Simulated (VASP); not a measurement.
# GaP (F-43m) in VASP: single point with LDA

Aim: the single point of GaP with LDA.

Program: VASP 6.6.1. These are calculated values, not measurements. Logs are shortened: lines on timing, memory, paths and dates and some standing lists are left out, and cuts for length are marked.

**What was measured.**

“Stacking defects in GaP nanowires: Electronic structure and optical properties”, 2018, arxiv:1810.01194 quotes, for a bulk crystal of GaP at 10 K: band gap 2.34 eV (indirect).

The results are compared with them further down.

### Step 1. The cell of the first run

The structure is cubic, space group F-43m (No. 216). The conventional cell has a = 5.451 Å, b = 5.451 Å, c = 5.451 Å, α = 90.00°, β = 90.00°, γ = 90.00°. Within 3.1 Å of Ga (site symmetry -43m) lie 4 P at 2.36 Å. Within 3.1 Å of P (site symmetry -43m) lie 4 Ga at 2.36 Å.

### Step 2. Single point, LDA

The input, INCAR:

```
SYSTEM = GaP
  PREC = Accurate
  ENCUT = 500
  EDIFF = 1E-6
  ISMEAR = 0
  SIGMA = 0.01
  LREAL = .FALSE.
  LASPH = .TRUE.
  NELM = 120
  ALGO = Normal
  ISIF = 2
  LWAVE = .FALSE.
  LCHARG = .FALSE.
  NBANDS = 16
  GGA_COMPAT = .FALSE.
```

The input, KPOINTS:

```
Automatic mesh
0
G
  7 7 7
  0 0 0
```

The input, POSCAR:

```
GaP
1.0
    3.8540860000      0.0000000000      0.0000000000
    1.9270430000      3.3377363844      0.0000000000
    1.9270430000      1.1125787948      3.1468480416
Ga P
1 1
Direct
    0.0000000000      0.0000000000      0.0000000000
    0.2500000000      0.2500000000      0.2500000000
```

Potentials or basis: VASP PAW LDA potentials, release 64 (Ga_d, P).

Run with:

```console
$ cat potpaw_LDA.64/Ga_d/POTCAR potpaw_LDA.64/P/POTCAR > POTCAR
$ mpirun -np 1 vasp_std > vasp.out
```

OUTCAR:

```text
SYSTEM = GaP
   PREC = Accurate
   ENCUT = 500
   EDIFF = 1E-6
   ISMEAR = 0
   LREAL = .FALSE.
   LASPH = .TRUE.
   NELM = 120
   ISIF = 2

 ion  position               nearest neighbor table
   1  0.000  0.000  0.000-   2 2.36   2 2.36   2 2.36   2 2.36
   2  0.250  0.250  0.250-   1 2.36   1 2.36   1 2.36   1 2.36

  LATTYP: Found a face centered cubic cell.
 ALAT       =     5.4505006918

  Lattice vectors:

 A1 = (   3.8540860000,   0.0000000000,   0.0000000000)
 A2 = (   1.9270430000,   3.3377363844,   0.0000000000)
 A3 = (   1.9270430000,   1.1125787948,   3.1468480416)

Analysis of symmetry for initial positions (statically):
=====================================================================
 Subroutine PRICEL returns:
 Original cell was already a primitive cell.

 Routine SETGRP: Setting up the symmetry group for a
 face centered cubic supercell.

 Subroutine GETGRP returns: Found 24 space group operations
 (whereof 24 operations were pure point group operations)
 out of a pool of 48 trial point group operations.

The static configuration has the point symmetry T_d .

Analysis of symmetry for dynamics (positions and initial velocities):
=====================================================================
 Subroutine PRICEL returns:
 Original cell was already a primitive cell.

 Routine SETGRP: Setting up the symmetry group for a
 face centered cubic supercell.

 Subroutine GETGRP returns: Found 24 space group operations
 (whereof 24 operations were pure point group operations)
 out of a pool of 48 trial point group operations.

The dynamic configuration has the point symmetry T_d .

 Subroutine INISYM returns: Found 24 space group operations
 (whereof 24 operations are pure point group operations),
 and found     1 'primitive' translations

----------------------------------------------------------------------------------------

                                     Primitive cell

  volume of cell :      40.4808

  direct lattice vectors                    reciprocal lattice vectors
     3.854086000  0.000000000  0.000000000     0.259464890 -0.149802124 -0.105926098
     1.927043000  3.337736384  0.000000000     0.000000000  0.299604248 -0.105926098
     1.927043000  1.112578795  3.146848042     0.000000000  0.000000000  0.317778293

  length of vectors
     3.854086000  3.854086000  3.854086000     0.317778293  0.317778293  0.317778293

  position of ions in fractional coordinates (direct lattice)
     0.000000000  0.000000000  0.000000000
     0.250000000  0.250000000  0.250000000

  ion indices of the primitive-cell ions
   primitive index   ion index
                 1           1
                 2           2

----------------------------------------------------------------------------------------

 KPOINTS: Automatic mesh

Automatic generation of k-mesh.
 Grid dimensions read from file:
 generate k-points for:    7    7    7

 Generating k-lattice:

  Cartesian coordinates                     Fractional coordinates (reciprocal lattice)
     0.037066413 -0.021400303 -0.015132300     0.142857143  0.000000000  0.000000000
     0.000000000  0.042800607 -0.015132300     0.000000000  0.142857143  0.000000000
     0.000000000  0.000000000  0.045396899     0.000000000  0.000000000  0.142857143

  Length of vectors
     0.045396899  0.045396899  0.045396899

  Shift w.r.t. Gamma in fractional coordinates (k-lattice)
     0.000000000  0.000000000  0.000000000

 Subroutine IBZKPT returns following result:
 ===========================================

 Found     20 irreducible k-points:

 Following reciprocal coordinates:
            Coordinates               Weight
  0.000000  0.000000  0.000000      1.000000
  0.142857  0.000000 -0.000000      8.000000
  0.285714 -0.000000 -0.000000      8.000000
  0.428571  0.000000  0.000000      8.000000
  0.142857  0.142857  0.000000      6.000000
  0.285714  0.142857 -0.000000     24.000000
[... 12 lines left out ...]
 -0.428571  0.428571  0.142857     24.000000
 -0.285714  0.428571  0.142857     24.000000
   k-points           NKPTS =     20   k-points in BZ     NKDIM =     20   number of bands    NBANDS=     16
   number of dos      NEDOS =    301   number of ions     NIONS =      2
   total plane-waves  NPLWV =  21952
   dimension x,y,z NGX =    28 NGY =   28 NGZ =   28
   dimension x,y,z NGXF=    56 NGYF=   56 NGZF=   56
   ions per type =               1   1
   NGX,Y,Z   is equivalent  to a cutoff of  12.08, 12.08, 12.08 a.u.
   NGXF,Y,Z  is equivalent  to a cutoff of  24.16, 24.16, 24.16 a.u.
 SYSTEM =  GaP
   PREC   = accura    normal or accurate (medium, high low for compatibility)
   ISTART =      0    job   : 0-new  1-cont  2-samecut
   ICHARG =      2    charge: 1-file 2-atom 10-const
   ISPIN  =      1    spin polarized calculation?
   LNONCOLLINEAR =      F non collinear calculations
   LSORBIT =      F    spin-orbit coupling
   LASPH  =      T    aspherical Exc in radial PAW
   ENCUT  =  500.0 eV  36.75 Ry    6.06 a.u.   7.03  7.03  7.03*2*pi/ulx,y,z
   NELM   =    120;   NELMIN=  2; NELMDL= -5     # of ELM steps
   EDIFF  = 0.1E-05   stopping-criterion for ELM
   LREAL  =      F    real-space projection
   EDIFFG = 0.1E-04   stopping-criterion for IOM
   NSW    =      0    number of steps for IOM
   IBRION =     -1    ionic relax: 0-MD 1-quasi-New 2-CG
   NFREE  =      0    steps in history (QN), initial steepest desc. (CG)
   ISIF   =      2    stress and relaxation
   ISYM   =      2    0-nonsym 1-usesym 2-fastsym
   POTIM  = 0.5000    time-step for ionic-motion
   TEBEG  =    0.0;   TEEND  =   0.0 temperature during run
   PSTRESS=    0.0 pullay stress
   NELECT =      18.0000    total number of electrons
   NUPDOWN=      -1.0000    fix difference up-down
   EMIN   =  10.00;   EMAX   =-10.00  energy-range for DOS
   EFERMI =   0.00;   METHOD = LEGACY
   ISMEAR =     0;   SIGMA  =   0.01  broadening in eV -4-tet -1-fermi 0-gaus
   EFERMI_NEDOS =   21; number of points for ismear=-14 and -15
   IALGO  =     38    algorithm
   IMIX   =      4    mixing-type and parameters
     AMIX     =   0.40;   BMIX     =  1.00
     AMIX_MAG =   1.60;   BMIX_MAG =  1.00
  volume/ion in A,a.u.               =      20.24       136.59
  Fermi-wavevector in a.u.,A,eV,Ry     =   1.249537  2.361283 21.243371  1.561344
  Thomas-Fermi vector in A             =   2.383573
   LORBIT       =      0    0 simple, 1 ext, 2 COOP (PROOUT), +10 PAW based schemes
   GGA     = CA    functional components
   LHFCALC =     F    Hartree Fock is set to
   AEXX    =    0.0000 exact exchange contribution
   IVDW    =     0    specifies the selected vdW correction
   LEPSILON=     F    determine dielectric tensor
   LRPA    =     F    only Hartree local field effects (RPA)
 non-spin polarized calculation
 Gauss-broadening in eV      SIGMA  =   0.01
  energy-cutoff  :      500.00
  volume of cell :       40.48
 maximum number of plane-waves:      1040
   NGX = 13   NGY = 13   NGZ = 13

 number of electron      18.0000016 magnetization

 Free energy of the ion-electron system (eV)
  ---------------------------------------------------
  ext. energy  EPLUGINS =         0.00000000
  ---------------------------------------------------
  free energy    TOTEN  =       -10.43600100 eV

  energy without entropy =      -10.43600100  energy(sigma->0) =      -10.43600100

 E-fermi :   4.5926     XC(G=0): -10.1637

 val. band max:        4.5071869591   @ k =   0.0000   0.0000   0.0000
 cond. band min:       5.9451584906   @ k =   0.4286   0.4286   0.0000
 fundamental gap:      1.4379715315
 Fermi energy:         4.5926001380

 k-point     1 :       0.0000    0.0000    0.0000
  band No.  band energies     occupation
      1     -10.2003      2.00000
      2     -10.2003      2.00000
      3     -10.2003      2.00000
      4     -10.1023      2.00000
      5     -10.1023      2.00000
      6      -8.0029      2.00000
[... 8 lines left out ...]
     15      14.3035      0.00000
     16      14.3035      0.00000

 k-point     2 :       0.1429    0.0000   -0.0000
  band No.  band energies     occupation
      1     -10.2161      2.00000
      2     -10.1945      2.00000
      3     -10.1945      2.00000
      4     -10.1023      2.00000
      5     -10.1023      2.00000
      6      -7.7398      2.00000
[... 8 lines left out ...]
     15      13.5386      0.00000
     16      14.1060      0.00000

 k-point     3 :       0.2857   -0.0000   -0.0000
  band No.  band energies     occupation
      1     -10.2486      2.00000
      2     -10.1832      2.00000
      3     -10.1832      2.00000
      4     -10.1003      2.00000
      5     -10.1003      2.00000
      6      -7.0070      2.00000
[... 8 lines left out ...]
     15      13.6450      0.00000
     16      14.0285      0.00000

 k-point     4 :       0.4286    0.0000    0.0000
  band No.  band energies     occupation
      1     -10.2724      2.00000
      2     -10.1768      2.00000
      3     -10.1768      2.00000
      4     -10.0959      2.00000
      5     -10.0959      2.00000
      6      -6.1075      2.00000
[... 8 lines left out ...]
     15      15.4245      0.00000
     16      15.4245      0.00000

 k-point     5 :       0.1429    0.1429    0.0000
  band No.  band energies     occupation
      1     -10.2266      2.00000
      2     -10.1888      2.00000
      3     -10.1888      2.00000
      4     -10.1077      2.00000
      5     -10.0983      2.00000
      6      -7.6523      2.00000
[... 8 lines left out ...]
     15      14.6234      0.00000
     16      14.6250      0.00000

 k-point     6 :       0.2857    0.1429   -0.0000
  band No.  band energies     occupation
      1     -10.2518      2.00000
      2     -10.1791      2.00000
      3     -10.1765      2.00000
      4     -10.1112      2.00000
      5     -10.0946      2.00000
      6      -7.0723      2.00000
[... 8 lines left out ...]
     15      14.7658      0.00000
     16      15.6547      0.00000

 k-point     7 :       0.4286    0.1429   -0.0000
  band No.  band energies     occupation
      1     -10.2726      2.00000
      2     -10.1737      2.00000
      3     -10.1687      2.00000
      4     -10.1075      2.00000
      5     -10.0924      2.00000
      6      -6.1772      2.00000
[... 8 lines left out ...]
     15      15.6936      0.00000
     16      16.0722      0.00000

 k-point     8 :      -0.4286    0.1429    0.0000
  band No.  band energies     occupation
      1     -10.2775      2.00000
      2     -10.1730      2.00000
      3     -10.1684      2.00000
      4     -10.1004      2.00000
      5     -10.0962      2.00000
      6      -5.7537      2.00000
[... 8 lines left out ...]
     15      15.0397      0.00000
     16      16.1610      0.00000

 k-point     9 :      -0.2857    0.1429    0.0000
  band No.  band energies     occupation
      1     -10.2630      2.00000
      2     -10.1757      2.00000
      3     -10.1753      2.00000
      4     -10.1037      2.00000
      5     -10.0977      2.00000
      6      -6.4899      2.00000
[... 8 lines left out ...]
     15      15.1749      0.00000
     16      16.3830      0.00000
[... 96 lines left out ...]
 k-point    15 :       0.4286    0.4286    0.0000
  band No.  band energies     occupation
      1     -10.3070      2.00000
      2     -10.1395      2.00000
      3     -10.1395      2.00000
      4     -10.1358      2.00000
      5     -10.0819      2.00000
      6      -5.3364      2.00000
[... 8 lines left out ...]
     15      16.6909      0.00000
     16      18.2315      0.00000

 k-point    16 :      -0.4286    0.4286    0.0000
  band No.  band energies     occupation
      1     -10.3051      2.00000
      2     -10.1452      2.00000
      3     -10.1391      2.00000
      4     -10.1306      2.00000
      5     -10.0843      2.00000
      6      -4.9780      2.00000
[... 8 lines left out ...]
     15      15.9624      0.00000
     16      17.9354      0.00000

 k-point    17 :       0.4286    0.2857    0.1429
  band No.  band energies     occupation
      1     -10.2715      2.00000
      2     -10.1704      2.00000
      3     -10.1638      2.00000
      4     -10.1148      2.00000
      5     -10.0922      2.00000
      6      -6.3895      2.00000
[... 8 lines left out ...]
     15      16.4207      0.00000
     16      16.8926      0.00000

 k-point    18 :      -0.4286    0.2857    0.1429
  band No.  band energies     occupation
      1     -10.2823      2.00000
      2     -10.1689      2.00000
      3     -10.1550      2.00000
      4     -10.1114      2.00000
      5     -10.0942      2.00000
      6      -5.5647      2.00000
[... 8 lines left out ...]
     15      15.8603      0.00000
     16      17.5132      0.00000

 k-point    19 :      -0.4286    0.4286    0.1429
  band No.  band energies     occupation
      1     -10.2966      2.00000
      2     -10.1547      2.00000
      3     -10.1432      2.00000
      4     -10.1244      2.00000
      5     -10.0878      2.00000
      6      -5.2119      2.00000
[... 8 lines left out ...]
     15      16.6975      0.00000
     16      17.8710      0.00000

 k-point    20 :      -0.2857    0.4286    0.1429
  band No.  band energies     occupation
      1     -10.2907      2.00000
      2     -10.1630      2.00000
      3     -10.1437      2.00000
      4     -10.1172      2.00000
      5     -10.0936      2.00000
      6      -5.0177      2.00000
[... 8 lines left out ...]
     15      15.9237      0.00000
     16      18.3919      0.00000

------------------------ aborting loop because EDIFF is reached ----------------------------------------

  FORCE on cell =-STRESS in cart. coord.  units (eV):
  Direction    XX          YY          ZZ          XY          YZ          ZX
  --------------------------------------------------------------------------------------
  -------------------------------------------------------------------------------------
  Total       -0.6773223     -0.6773223     -0.6773223      0.0000000     -0.0000000     -0.0000000
  in kB      -26.8075257    -26.8075257    -26.8075257      0.0000000     -0.0000000     -0.0000000
  external PRESSURE =     -26.8075257 kB  Pullay stress =       0.0000000 kB

 VOLUME and BASIS-vectors are now :
 -----------------------------------------------------------------------------
  energy-cutoff  :      500.00
  volume of cell :       40.48
      direct lattice vectors                 reciprocal lattice vectors
     3.854086000  0.000000000  0.000000000     0.259464890 -0.149802124 -0.105926098
     1.927043000  3.337736384  0.000000000     0.000000000  0.299604248 -0.105926098
     1.927043000  1.112578795  3.146848042     0.000000000  0.000000000  0.317778293

 POSITION                                       TOTAL-FORCE (eV/Angst)
 -----------------------------------------------------------------------------------
      0.00000      0.00000      0.00000        -0.000000     -0.000000     -0.000000
      1.92704      1.11258      0.78671         0.000000      0.000000      0.000000
 -----------------------------------------------------------------------------------
    total drift:                                0.000001      0.000000      0.000000

  FREE ENERGIE OF THE ION-ELECTRON SYSTEM (eV)
  ---------------------------------------------------
  free  energy   TOTEN  =       -10.4360009979 eV

  energy  without entropy=      -10.4360009979  energy(sigma->0) =      -10.43600100
```

It took 7.1 s on 1 thread of AMD EPYC 9R45 (Zen 5), shared host; peak memory 0.11 GiB.

What came out:

```
Free energy            : -10.4360 eV
Pressure               : -2.7 GPa
Band gap on the k mesh : 1.44 eV, indirect (least direct gap 1.64 eV)
```

### Step 3. Against experiment

Step 2. Against the measured gap of GaP, 2.34 eV (indirect; 10 K; quoted in “Stacking defects in GaP nanowires: Electronic structure and optical properties”, 2018, arxiv:1810.01194), the calculated 1.44 eV is off by -0.90 eV. Spin-orbit coupling on Ga is left out. The value is that of LDA on a finite k mesh, which can miss the band edges, without temperature or zero-point motion. Semilocal functionals fall short of measured gaps as a rule.
